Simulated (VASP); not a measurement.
# P in VASP: a series of runs, part 2 of 2

VASP 6.6.1. Earlier steps stand in the parts before.

**4. Single point, PBE**

This run uses another cell than the first one.

The input, INCAR:

```
  PREC = Accurate
  ENCUT = 520
  EDIFF = 1E-7
  ISMEAR = 0
  SIGMA = 0.02
  LREAL = False
  LASPH = True
  NELM = 60
  ALGO = Normal
  ISIF = 2
  LWAVE = False
  LCHARG = True
  LDIPOL = True
  IDIPOL = 3
  DIPOL = 0.5 0.5 0.304
  GGA = PE
  LELF = True
  LVHAR = True
  LVACPOTAV = True
  NBANDS = 18
```

The input, KPOINTS:

```
regular mesh
0
Gamma
  8 6 1
```

The input, POSCAR:

```
P
1.0
    3.3186493612      0.0000000000      0.0000000000
    0.0000000000      4.5761200373      0.0000000000
    0.0000000000      0.0000000000     27.9159998800
P
4
Direct
    0.5000000000      0.5868933614      0.3422896874
    0.0000000000      0.9131066386      0.3422896874
    0.5000000000      0.4131066386      0.2666800817
    0.0000000000      0.0868933614      0.2666800817
```

Potentials or basis: VASP PAW PBE potentials, release 64 (P).

On the command line:

```console
> cat potpaw_PBE.64/P/POTCAR > POTCAR
> mpirun -np 1 vasp_std > vasp.out
```

OUTCAR:

```text
PREC = Accurate
   ENCUT = 520
   EDIFF = 1E-7
   ISMEAR = 0
   LREAL = False
   LASPH = True
   NELM = 60
   ISIF = 2
   GGA = PE

 ion  position               nearest neighbor table
   1  0.500  0.587  0.342-   2 2.23   2 2.23   3 2.26
   2  0.000  0.913  0.342-   1 2.23   1 2.23   4 2.26
   3  0.500  0.413  0.267-   4 2.23   4 2.23   1 2.26
   4  0.000  0.087  0.267-   3 2.23   3 2.23   2 2.26

  LATTYP: Found a simple orthorhombic cell.
 ALAT       =     3.3186493612
 B/A-ratio  =     1.3789103756
 C/A-ratio  =     8.4118558009

  Lattice vectors:

 A1 = (   3.3186493612,   0.0000000000,   0.0000000000)
 A2 = (   0.0000000000,   4.5761200373,   0.0000000000)
 A3 = (   0.0000000000,   0.0000000000,  27.9159998800)

Analysis of symmetry for initial positions (statically):
=====================================================================
 Subroutine PRICEL returns:
 Original cell was already a primitive cell.

 Routine SETGRP: Setting up the symmetry group for a
 simple orthorhombic supercell.

 Subroutine GETGRP returns: Found  8 space group operations
 (whereof  2 operations were pure point group operations)
 out of a pool of  8 trial point group operations.

The static configuration has the point symmetry C_1h.
 The point group associated with its full space group is D_2h.

Analysis of symmetry for dynamics (positions and initial velocities):
=====================================================================
 Subroutine PRICEL returns:
 Original cell was already a primitive cell.

 Routine SETGRP: Setting up the symmetry group for a
 simple orthorhombic supercell.

 Subroutine GETGRP returns: Found  8 space group operations
 (whereof  2 operations were pure point group operations)
 out of a pool of  8 trial point group operations.

The dynamic configuration has the point symmetry C_1h.
 The point group associated with its full space group is D_2h.

 Subroutine INISYM returns: Found  8 space group operations
 (whereof  2 operations are pure point group operations),
[... 122 lines left out ...]
   AEXX    =    0.0000 exact exchange contribution
   IVDW    =     0    specifies the selected vdW correction
   LEPSILON=     F    determine dielectric tensor
   LRPA    =     F    only Hartree local field effects (RPA)
 non-spin polarized calculation
 Gauss-broadening in eV      SIGMA  =   0.02
  energy-cutoff  :      520.00
  volume of cell :      423.95
 maximum number of plane-waves:     11474
 NGX is ok and might be reduce to    28
   NGX = 13   NGY = 17   NGZ =103

 dipolmoment           0.000000      0.000000     -0.000081 electrons x Angstroem

 number of electron      19.9999999 magnetization

 dipolmoment           0.000000      0.000000      0.000001 electrons x Angstroem

 Free energy of the ion-electron system (eV)
  ---------------------------------------------------
  ext. energy  EPLUGINS =         0.00000000
  ---------------------------------------------------
  free energy    TOTEN  =       -21.46589097 eV

  energy without entropy =      -21.46589097  energy(sigma->0) =      -21.46589097

 E-fermi :  -2.9033     XC(G=0):  -2.1960

 val. band max:       -3.0409823620   @ k =   0.0000   0.0000   0.0000
 cond. band min:      -2.1167400698   @ k =   0.0000   0.0000   0.0000
 fundamental gap:      0.9242422922
 Fermi energy:        -2.9032700380

 k-point     1 :       0.0000    0.0000    0.0000
  band No.  band energies     occupation
      1     -17.9458      2.00000
      2     -15.4321      2.00000
      3     -12.1558      2.00000
      4      -8.6565      2.00000
      5      -7.7012      2.00000
      6      -7.5266      2.00000
[... 397 lines left out ...]
      5      -7.9170      2.00000
      6      -7.9170      2.00000
[... 10 lines left out ...]
     17       3.3265      0.00000
     18       3.3265      0.00000

------------------------ aborting loop because EDIFF is reached ----------------------------------------

 vacuum level on the upper side and lower side of the slab       (xc-potential included)        -0.101        -0.102

  FORCE on cell =-STRESS in cart. coord.  units (eV):
  Direction    XX          YY          ZZ          XY          YZ          ZX
  --------------------------------------------------------------------------------------
  -------------------------------------------------------------------------------------
  Total       -0.4464827     -0.1328217     -0.0916264      0.0000000     -0.0000000      0.0000000
  in kB       -1.6873424     -0.5019585     -0.3462733      0.0000000     -0.0000000      0.0000000
  external PRESSURE =      -0.8451914 kB  Pullay stress =       0.0000000 kB

 VOLUME and BASIS-vectors are now :
 -----------------------------------------------------------------------------
  energy-cutoff  :      520.00
  volume of cell :      423.95
      direct lattice vectors                 reciprocal lattice vectors
     3.318649361  0.000000000  0.000000000     0.301327405  0.000000000  0.000000000
     0.000000000  4.576120037  0.000000000     0.000000000  0.218525736  0.000000000
     0.000000000  0.000000000 27.915999880     0.000000000  0.000000000  0.035821751

 POSITION                                       TOTAL-FORCE (eV/Angst)
 -----------------------------------------------------------------------------------
      1.65932      2.68569      9.55536        -0.000000      0.089110     -0.018298
      0.00000      4.17849      9.55536        -0.000000     -0.089110     -0.018298
      1.65932      1.89043      7.44464         0.000000     -0.089110      0.018298
      0.00000      0.39763      7.44464        -0.000000      0.089110      0.018298
 -----------------------------------------------------------------------------------
    total drift:                               -0.000000     -0.000000      0.000009

  FREE ENERGIE OF THE ION-ELECTRON SYSTEM (eV)
  ---------------------------------------------------
  free  energy   TOTEN  =       -21.4658909664 eV

  energy  without entropy=      -21.4658909664  energy(sigma->0) =      -21.46589097

 vacuum level on the upper side and lower side of the slab         1.985         1.985
```

OSZICAR:

```text
N       E                     dE             d eps       ncg     rms          rms(c)
DAV:   1     0.139940148454E+03    0.13994E+03   -0.57657E+03   720   0.740E+02
DAV:   2    -0.279429112671E+01   -0.14273E+03   -0.13296E+03  1132   0.140E+02
DAV:   3    -0.212142531703E+02   -0.18420E+02   -0.18315E+02   970   0.585E+01
DAV:   4    -0.216444896511E+02   -0.43024E+00   -0.42925E+00   980   0.113E+01
[... 15 lines left out ...]
DAV:  20    -0.214658892968E+02   -0.69420E-05   -0.27347E-07   814   0.142E-03    0.239E-03
DAV:  21    -0.214658898734E+02   -0.57666E-06   -0.75243E-09   794   0.453E-04    0.103E-03
DAV:  22    -0.214658905639E+02   -0.69046E-06   -0.65363E-09   656   0.355E-04    0.168E-04
DAV:  23    -0.214658908905E+02   -0.32667E-06   -0.35669E-09   740   0.210E-04    0.149E-04
DAV:  24    -0.214658909664E+02   -0.75806E-07    0.95780E-11   660   0.913E-05
   1 F= -.21465891E+02 E0= -.21465891E+02  d E =-.603350E-24
```

stdout:

```text
POSCAR found type information on POSCAR P
 POSCAR found :  1 types and       4 ions
 scaLAPACK will be used
 LDA part: xc-table for (Slater+PW92), standard interpolation
 POSCAR, INCAR and KPOINTS ok, starting setup
 FFT: planning ... GRIDC
 FFT: planning ... GRID_SOFT
 FFT: planning ... GRID
 WAVECAR not read
 entering main loop
```

Run time: 2.9 min. Hardware: 1 thread of AMD EPYC 9R45 (Zen 5), shared host; peak memory 0.48 GiB.

Results:

```yaml
Free_energy: -21.4659 eV
Largest_force: 0.091 eV/Å
Band_gap_on_the_k_mesh: 0.92 eV
Ionisation_potential_of_the_upper_face: 5.03 eV
```

Forces on the atoms (eV/Å):
```
P    0.000  0.089 -0.018
P    0.000 -0.089 -0.018
P    0.000 -0.089  0.018
P    0.000  0.089  0.018
```

Levels at points of the mesh, in eV from the valence-band top:
```tsv
k point	band 8	band 9	band 10	band 11	band 12	band 13
(0.00, 0.00, 0.00)	-1.73	-1.66	0.00	0.92	1.61	2.65
(0.50, 0.00, 0.00)	-2.69	-1.94	-1.94	1.29	1.29	2.14
(0.00, 0.50, 0.00)	-2.53	-1.20	-1.20	2.07	2.07	3.57
(0.50, 0.50, 0.00)	-4.62	-1.15	-1.15	2.45	2.45	3.94
```

**5. Single point, PBE**

This run uses another cell than the first one.

The input, INCAR:

```
SYSTEM = P
ALGO = Normal
DIPOL = 0.5 0.5 0.304
EDIFF = 1E-7
ENCUT = 520
GGA = PE
IDIPOL = 3
ISIF = 2
ISMEAR = 0
LASPH = .TRUE.
LCHARG = .TRUE.
LDIPOL = .TRUE.
LELF = .TRUE.
LREAL = .FALSE.
LVACPOTAV = .TRUE.
LVHAR = .TRUE.
LWAVE = .FALSE.
NBANDS = 18
NELM = 80
PREC = Accurate
SIGMA = 0.02
```

The input, KPOINTS:

```
k-points
0
G
  8 6 1
  0 0 0
```

The input, POSCAR:

```
P
1.0
    3.3037486316      0.0000000000      0.0000000000
    0.0000000000      4.6273775856      0.0000000000
    0.0000000000      0.0000000000     27.9159998800
P
4
Direct
    0.5000000000      0.5889301951      0.3422086086
    0.0000000000      0.9110698049      0.3422086086
    0.5000000000      0.4110698049      0.2667611605
    0.0000000000      0.0889301951      0.2667611605
```

On the command line:

```console
> cat potpaw_PBE.64/P/POTCAR > POTCAR
> mpirun -np 1 vasp_std > vasp.out
```

It took 3 min on 1 thread of AMD EPYC 9R45 (Zen 5), shared host; peak memory 0.49 GiB.

Results (log left out):

```
Free energy                            : -21.4682 eV
Largest force                          : 0.049 eV/Å
Band gap on the k mesh                 : 0.92 eV
Ionisation potential of the upper face : 5.05 eV
```

Forces on the atoms (eV/Å):
```
P    0.000  0.033 -0.036
P    0.000 -0.033 -0.036
P    0.000 -0.033  0.036
P    0.000  0.033  0.036
```

Levels at points of the mesh, in eV from the valence-band top:
| k point | band 6 | band 7 | band 8 | band 9 | band 10 | band 11 | band 12 | band 13 | band 14 | band 15 |
| --- | --- | --- | --- | --- | --- | --- | --- | --- | --- | --- |
| (0.00, 0.00, 0.00) | -4.46 | -3.29 | -1.71 | -1.63 | 0.00 | 0.92 | 1.67 | 2.69 | 3.31 | 4.42 |
| (0.50, 0.00, 0.00) | -4.90 | -2.69 | -2.69 | -1.93 | -1.93 | 1.25 | 1.25 | 2.19 | 2.19 | 3.74 |
| (0.00, 0.50, 0.00) | -2.90 | -2.50 | -2.50 | -1.26 | -1.26 | 2.12 | 2.12 | 3.65 | 3.65 | 3.67 |
| (0.50, 0.50, 0.00) | -4.89 | -4.55 | -4.55 | -1.10 | -1.10 | 2.41 | 2.41 | 3.83 | 3.83 | 5.32 |

**6. The runs side by side**

| cell | k mesh | smearing | gap on the mesh (eV) | largest force (eV/Å) |
| --- | --- | --- | --- | --- |
| a = 3.310, b = 4.380, c = 17.000 Å, 4 atoms, atomic positions A | 6 × 4 × 1 | gaussian 0.1 eV | 0.81 | 0.90 |
| a = 3.319, b = 4.576, c = 27.916 Å, 4 atoms, atomic positions B | 6 × 4 × 1 | gaussian 0.1 eV | 0.92 | 0.08 |
| a = 3.319, b = 4.576, c = 27.916 Å, 4 atoms, atomic positions B | 8 × 6 × 1 | gaussian 0.02 eV | 0.92 | 0.09 |
| a = 3.304, b = 4.627, c = 27.916 Å, 4 atoms, atomic positions C | 8 × 6 × 1 | gaussian 0.02 eV | 0.92 | 0.05 |

Alike in all rows: task single point; level PBE; potentials or basis VASP PAW PBE potentials, release 64 (P); no spin polarisation; cutoff (eV) 520.

Absolute energies hang on the potentials; compare differences alone.
